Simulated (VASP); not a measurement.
# MgO in VASP: further runs

MgO is run at these levels: PBE, HSE06; tasks: single point.

Everything below comes from runs of VASP 6.6.1. Logs are shortened: lines on timing, memory, paths and dates and some standing lists are left out, and cuts for length are marked.

## Step 1: The cell of the first run

Symmetry: Fm-3m, No. 225, cubic system. The conventional cell has a = 4.204 Å, b = 4.204 Å, c = 4.204 Å, α = 90.00°, β = 90.00°, γ = 90.00°. Mg (site symmetry m-3m) has 6 O at 2.10 Å within 2.8 Å. Within 2.8 Å of O (site symmetry m-3m) lie 6 Mg at 2.10 Å.

## Step 2: Single point, PBE

Contents of INCAR:

```
PREC = Accurate
ENCUT = 840
EDIFF = 1E-6
ISMEAR = -1
SIGMA = 0.02
LREAL = F
LASPH = T
NELM = 120
ALGO = Normal
ISIF = 2
LWAVE = F
LCHARG = F
GGA = PE
NBANDS = 15
GGA_COMPAT = F
```

Contents of KPOINTS:

```
regular mesh
0
Gamma
  10 10 10
```

Contents of POSCAR:

```
MgO
1.0
    0.0000000000      2.1021680256      2.1021680256
    2.1021680256      0.0000000000      2.1021680256
    2.1021680256      2.1021680256      0.0000000000
Mg O
1 1
Direct
    0.0000000000      0.0000000000      0.0000000000
    0.5000000000      0.5000000000      0.5000000000
```

Potentials or basis: VASP PAW PBE potentials, release 64 (Mg_sv, O).

Command:

```
cat potpaw_PBE.64/Mg_sv/POTCAR potpaw_PBE.64/O/POTCAR > POTCAR
mpirun -np 1 vasp_std > vasp.out
```

OUTCAR:

```text
PREC = Accurate
   ENCUT = 840
   EDIFF = 1E-6
   ISMEAR = -1
   LREAL = F
   LASPH = T
   NELM = 120
   ISIF = 2
   GGA = PE

 ion  position               nearest neighbor table
   1  0.000  0.000  0.000-   2 2.10   2 2.10   2 2.10   2 2.10   2 2.10   2 2.10
   2  0.500  0.500  0.500-   1 2.10   1 2.10   1 2.10   1 2.10   1 2.10   1 2.10

  LATTYP: Found a face centered cubic cell.
 ALAT       =     4.2043360512

  Lattice vectors:

 A1 = (   0.0000000000,   2.1021680256,   2.1021680256)
 A2 = (   2.1021680256,   0.0000000000,   2.1021680256)
 A3 = (   2.1021680256,   2.1021680256,   0.0000000000)

Analysis of symmetry for initial positions (statically):
=====================================================================
 Subroutine PRICEL returns:
 Original cell was already a primitive cell.

 Routine SETGRP: Setting up the symmetry group for a
 face centered cubic supercell.

 Subroutine GETGRP returns: Found 48 space group operations
 (whereof 48 operations were pure point group operations)
 out of a pool of 48 trial point group operations.

The static configuration has the point symmetry O_h .

Analysis of symmetry for dynamics (positions and initial velocities):
=====================================================================
 Subroutine PRICEL returns:
 Original cell was already a primitive cell.

 Routine SETGRP: Setting up the symmetry group for a
 face centered cubic supercell.

 Subroutine GETGRP returns: Found 48 space group operations
 (whereof 48 operations were pure point group operations)
 out of a pool of 48 trial point group operations.

The dynamic configuration has the point symmetry O_h .

 Subroutine INISYM returns: Found 48 space group operations
 (whereof 48 operations are pure point group operations),
 and found     1 'primitive' translations

----------------------------------------------------------------------------------------

                                     Primitive cell

  volume of cell :      18.5794

  direct lattice vectors                    reciprocal lattice vectors
     0.000000000  2.102168026  2.102168026    -0.237849684  0.237849684  0.237849684
     2.102168026  0.000000000  2.102168026     0.237849684 -0.237849684  0.237849684
     2.102168026  2.102168026  0.000000000     0.237849684  0.237849684 -0.237849684

  length of vectors
     2.972914532  2.972914532  2.972914532     0.411967737  0.411967737  0.411967737

  position of ions in fractional coordinates (direct lattice)
     0.000000000  0.000000000  0.000000000
     0.500000000  0.500000000  0.500000000

  ion indices of the primitive-cell ions
   primitive index   ion index
                 1           1
                 2           2

----------------------------------------------------------------------------------------

 KPOINTS: regular mesh

Automatic generation of k-mesh.
 Grid dimensions read from file:
 generate k-points for:   10   10   10

 Generating k-lattice:

  Cartesian coordinates                     Fractional coordinates (reciprocal lattice)
    -0.023784968  0.023784968  0.023784968     0.100000000  0.000000000  0.000000000
     0.023784968 -0.023784968  0.023784968     0.000000000  0.100000000  0.000000000
     0.023784968  0.023784968 -0.023784968     0.000000000  0.000000000  0.100000000

  Length of vectors
     0.041196774  0.041196774  0.041196774

  Shift w.r.t. Gamma in fractional coordinates (k-lattice)
     0.000000000  0.000000000  0.000000000

 Subroutine IBZKPT returns following result:
 ===========================================

 Found     47 irreducible k-points:

 Following reciprocal coordinates:
            Coordinates               Weight
  0.000000  0.000000  0.000000      1.000000
  0.100000  0.000000  0.000000      8.000000
  0.200000  0.000000  0.000000      8.000000
  0.300000  0.000000  0.000000      8.000000
  0.400000  0.000000  0.000000      8.000000
  0.500000  0.000000  0.000000      4.000000
[... 16 lines left out ...]
  0.300000  0.300000  0.000000      6.000000
  0.400000  0.300000  0.000000     24.000000
 [... further k-points ...]
   k-points           NKPTS =     47   k-points in BZ     NKDIM =     47   number of bands    NBANDS=     15
   number of dos      NEDOS =    301   number of ions     NIONS =      2
   total plane-waves  NPLWV =  21952
   dimension x,y,z NGX =    28 NGY =   28 NGZ =   28
   dimension x,y,z NGXF=    56 NGYF=   56 NGZF=   56
   ions per type =               1   1
   NGX,Y,Z   is equivalent  to a cutoff of  15.66, 15.66, 15.66 a.u.
   NGXF,Y,Z  is equivalent  to a cutoff of  31.32, 31.32, 31.32 a.u.
 SYSTEM =  unknown system
   PREC   = accura    normal or accurate (medium, high low for compatibility)
   ISTART =      0    job   : 0-new  1-cont  2-samecut
   ICHARG =      2    charge: 1-file 2-atom 10-const
   ISPIN  =      1    spin polarized calculation?
   LNONCOLLINEAR =      F non collinear calculations
   LSORBIT =      F    spin-orbit coupling
   LASPH  =      T    aspherical Exc in radial PAW
   ENCUT  =  840.0 eV  61.74 Ry    7.86 a.u.   7.03  7.03  7.03*2*pi/ulx,y,z
   NELM   =    120;   NELMIN=  2; NELMDL= -5     # of ELM steps
   EDIFF  = 0.1E-05   stopping-criterion for ELM
   LREAL  =      F    real-space projection
   EDIFFG = 0.1E-04   stopping-criterion for IOM
   NSW    =      0    number of steps for IOM
   IBRION =     -1    ionic relax: 0-MD 1-quasi-New 2-CG
   NFREE  =      0    steps in history (QN), initial steepest desc. (CG)
   ISIF   =      2    stress and relaxation
   ISYM   =      2    0-nonsym 1-usesym 2-fastsym
   POTIM  = 0.5000    time-step for ionic-motion
   TEBEG  =    0.0;   TEEND  =   0.0 temperature during run
   PSTRESS=    0.0 pullay stress
   NELECT =      16.0000    total number of electrons
   NUPDOWN=      -1.0000    fix difference up-down
   EMIN   =  10.00;   EMAX   =-10.00  energy-range for DOS
   EFERMI =   0.00;   METHOD = LEGACY
   ISMEAR =    -1;   SIGMA  =   0.02  broadening in eV -4-tet -1-fermi 0-gaus
   EFERMI_NEDOS =   21; number of points for ismear=-14 and -15
   IALGO  =     38    algorithm
   IMIX   =      4    mixing-type and parameters
     AMIX     =   0.40;   BMIX     =  1.00
     AMIX_MAG =   1.60;   BMIX_MAG =  1.00
  volume/ion in A,a.u.               =       9.29        62.69
  Fermi-wavevector in a.u.,A,eV,Ry     =   1.557534  2.943312 33.006518  2.425911
  Thomas-Fermi vector in A             =   2.661170
   LORBIT       =      0    0 simple, 1 ext, 2 COOP (PROOUT), +10 PAW based schemes
   GGA     = PE    functional components
   LHFCALC =     F    Hartree Fock is set to
   AEXX    =    0.0000 exact exchange contribution
   IVDW    =     0    specifies the selected vdW correction
   LEPSILON=     F    determine dielectric tensor
   LRPA    =     F    only Hartree local field effects (RPA)
 non-spin polarized calculation
  energy-cutoff  :      840.00
  volume of cell :       18.58
 maximum number of plane-waves:      1037
   NGX = 13   NGY = 13   NGZ = 13

 number of electron      15.9999994 magnetization

 Free energy of the ion-electron system (eV)
  ---------------------------------------------------
  ext. energy  EPLUGINS =         0.00000000
  ---------------------------------------------------
  free energy    TOTEN  =       -11.87103974 eV

  energy without entropy =      -11.87103974  energy(sigma->0) =      -11.87103974

 E-fermi :   3.5542     XC(G=0): -11.4189

 val. band max:        2.9552000239   @ k =   0.0000   0.0000   0.0000
 cond. band min:       7.7486217501   @ k =   0.0000   0.0000   0.0000
 fundamental gap:      4.7934217261
 Fermi energy:         3.5542377028

 k-point     1 :       0.0000    0.0000    0.0000
  band No.  band energies     occupation
      1     -69.2934      2.00000
      2     -36.0178      2.00000
      3     -36.0178      2.00000
      4     -36.0178      2.00000
      5     -14.3212      2.00000
      6       2.9552      2.00000
      7       2.9552      2.00000
      8       2.9552      2.00000
      9       7.7486      0.00000
     10      18.7924      0.00000
     11      18.7924      0.00000
     12      18.7924      0.00000
     13      22.7201      0.00000
     14      24.5072      0.00000
     15      24.5072      0.00000

 k-point     2 :       0.1000    0.0000    0.0000
  band No.  band energies     occupation
      1     -69.2929      2.00000
      2     -36.0266      2.00000
      3     -36.0188      2.00000
      4     -36.0188      2.00000
      5     -14.2116      2.00000
      6       2.3039      2.00000
      7       2.8868      2.00000
      8       2.8868      2.00000
      9       8.3755      0.00000
     10      17.5413      0.00000
     11      19.0348      0.00000
     12      19.0348      0.00000
     13      23.7971      0.00000
     14      23.7971      0.00000
     15      24.3915      0.00000

 k-point     3 :       0.2000    0.0000    0.0000
  band No.  band energies     occupation
      1     -69.2907      2.00000
      2     -36.0489      2.00000
      3     -36.0210      2.00000
      4     -36.0210      2.00000
      5     -13.9104      2.00000
      6       0.9799      2.00000
      7       2.7135      2.00000
      8       2.7135      2.00000
      9       9.5704      0.00000
     10      16.0309      0.00000
     11      19.5286      0.00000
     12      19.5286      0.00000
     13      23.1092      0.00000
     14      23.1092      0.00000
     15      25.3559      0.00000
[... 343 lines left out ...]
 k-point    23 :       0.3000    0.3000    0.0000
  band No.  band energies     occupation
      1     -69.2862      2.00000
      2     -36.0695      2.00000
      3     -36.0373      2.00000
      4     -36.0373      2.00000
      5     -13.3144      2.00000
      6      -0.2004      2.00000
      7       2.0179      2.00000
      8       2.0179      2.00000
      9      11.8796      0.00000
     10      13.4055      0.00000
     11      17.4723      0.00000
     12      20.9740      0.00000
     13      20.9740      0.00000
     14      27.1695      0.00000
     15      30.4736      0.00000

 k-point    24 :       0.4000    0.3000    0.0000
  band No.  band energies     occupation
      1     -69.2846      2.00000
      2     -36.0804      2.00000
      3     -36.0430      2.00000
      4     -36.0405      2.00000
      5     -13.0678      2.00000
      6      -0.6219      2.00000
      7       1.6513      2.00000
      8       1.8703      2.00000
      9      12.5953      0.00000
     10      13.1622      0.00000
     11      16.6381      0.00000
     12      21.2245      0.00000
     13      21.4307      0.00000
     14      27.9170      0.00000
     15      30.0643      0.00000

 [... further k-points ...]
[... 5 lines left out ...]
  --------------------------------------------------------------------------------------
  -------------------------------------------------------------------------------------
  Total        0.6637456      0.6637456      0.6637456     -0.0000000     -0.0000000      0.0000000
  in kB       57.2374123     57.2374123     57.2374123     -0.0000000     -0.0000000      0.0000000
  external PRESSURE =      57.2374123 kB  Pullay stress =       0.0000000 kB

 VOLUME and BASIS-vectors are now :
 -----------------------------------------------------------------------------
  energy-cutoff  :      840.00
  volume of cell :       18.58
      direct lattice vectors                 reciprocal lattice vectors
     0.000000000  2.102168026  2.102168026    -0.237849684  0.237849684  0.237849684
     2.102168026  0.000000000  2.102168026     0.237849684 -0.237849684  0.237849684
     2.102168026  2.102168026  0.000000000     0.237849684  0.237849684 -0.237849684

 POSITION                                       TOTAL-FORCE (eV/Angst)
 -----------------------------------------------------------------------------------
      0.00000      0.00000      0.00000        -0.000000      0.000000     -0.000000
      2.10217      2.10217      2.10217         0.000000     -0.000000      0.000000
 -----------------------------------------------------------------------------------
    total drift:                                0.000000      0.000000      0.000000

  FREE ENERGIE OF THE ION-ELECTRON SYSTEM (eV)
  ---------------------------------------------------
  free  energy   TOTEN  =       -11.8710397383 eV

  energy  without entropy=      -11.8710397383  energy(sigma->0) =      -11.87103974
```

Wall time 24 s (1 thread of Intel Xeon Platinum 8375C at 2.90GHz (Ice Lake), shared host); peak memory 0.16 GiB.

Results:

```
Free energy            : -11.8710 eV
Pressure               : 5.7 GPa
Band gap on the k mesh : 4.79 eV
```

Levels at points of the mesh, in eV from the valence-band top:
```tsv
k point	band 6	band 7	band 8	band 9	band 10	band 11
(0.00, 0.00, 0.00)	0.00	0.00	0.00	4.79	15.84	15.84
(0.50, 0.00, 0.00)	-4.63	-0.66	-0.66	7.94	12.68	16.39
(0.50, 0.50, 0.00)	-4.08	-1.35	-1.35	9.13	10.06	13.16
```

Caveat: the cell stands under pressure.

## Step 3: Single point, HSE06 (shear xy strain +1.6%)

Contents of POSCAR:

```
MgO
1.0
    0.0171326694      2.1021680256      2.1021680256
    2.1021680256      0.0171326694      2.1021680256
    2.1193006950      2.1193006950      0.0000000000
Mg O
1 1
Direct
    0.0000000000      0.0000000000      0.0000000000
    0.5000000000      0.5000000000      0.5000000000
```

Contents of INCAR.step1:

```
ALGO     = Normal         # electronic algorithm
EDIFF    = 1E-5           # SCF threshold, eV
ENCUT    = 520            # plane-wave cutoff, eV
GGA      = PE             # functional
ISIF     = 2              # what is computed and relaxed
ISMEAR   = 0              # smearing method
LASPH    = T              # aspherical terms in the spheres
LCHARG   = F              # write CHGCAR
LREAL    = F              # projectors in reciprocal space
LWAVE    = T              # write WAVECAR
NBANDS   = 11             # bands
NELM     = 60             # most SCF steps
PREC     = Accurate       # precision mode
SIGMA    = 0.01           # smearing width, eV
```

Contents of INCAR.step2:

```
ALGO     = Normal         # electronic algorithm
EDIFF    = 1E-6           # SCF threshold, eV
ENCUT    = 520            # plane-wave cutoff, eV
GGA      = PE             # functional
HFSCREEN = 0.2079         # screening, 1/A
ISIF     = 2              # what is computed and relaxed
ISMEAR   = 0              # smearing method
ISTART   = 1            
LASPH    = T              # aspherical terms in the spheres
LCHARG   = F              # write CHGCAR
LHFCALC  = T              # exact exchange
LREAL    = F              # projectors in reciprocal space
LWAVE    = F              # write WAVECAR
NBANDS   = 11             # bands
NELM     = 60             # most SCF steps
PREC     = Accurate       # precision mode
PRECFOCK = Normal       
SIGMA    = 0.01           # smearing width, eV
```

Contents of KPOINTS:

```
k-points
0
Gamma
  8 8 8
```

Potentials or basis: VASP PAW PBE potentials, release 64 (Mg, O).

Command:

```
cat potpaw_PBE.64/Mg/POTCAR potpaw_PBE.64/O/POTCAR > POTCAR
cp INCAR.step1 INCAR
mpirun -np 1 vasp_std > vasp.out
cp INCAR.step2 INCAR
mpirun -np 1 vasp_std > vasp.out
```

Wall time 2.7 h (1 thread of Oxide Virtual Turin-like, shared host); peak memory 0.25 GiB.

Results (log left out):

```yaml
Free_energy: -14.2079 eV
Pressure: -0.6 GPa
Band_gap_on_the_k_mesh: 6.43 eV
```

Stress tensor (GPa, compression positive):
```
-0.62 -2.54  0.00
-2.54 -0.62  0.00
 0.00  0.00 -0.67
```

Levels at points of the mesh, in eV from the valence-band top:
| k point | band 1 | band 2 | band 3 | band 4 | band 5 | band 6 | band 7 | band 8 | band 9 |
| --- | --- | --- | --- | --- | --- | --- | --- | --- | --- |
| (0.00, 0.00, 0.00) | -18.91 | -0.12 | -0.06 | 0.00 | 6.43 | 17.48 | 17.73 | 17.97 | 21.66 |
| (0.50, 0.00, 0.00) | -17.53 | -4.99 | -0.85 | -0.79 | 9.59 | 14.96 | 18.12 | 18.28 | 22.98 |
| (0.50, 0.50, 0.00) | -17.28 | -4.47 | -1.64 | -1.44 | 10.76 | 11.89 | 15.36 | 21.23 | 21.56 |
| (0.00, 0.00, 0.50) | -17.57 | -5.04 | -0.78 | -0.71 | 9.70 | 14.77 | 18.36 | 18.52 | 23.13 |
| (0.50, 0.00, 0.50) | -17.28 | -4.47 | -1.54 | -1.54 | 10.80 | 11.85 | 15.35 | 21.39 | 21.40 |

Caveat: the cell differs from its parent crystal (shear xy strain +1.6%); the PAW data sets were made with another functional, which shifts forces and pressure a little.
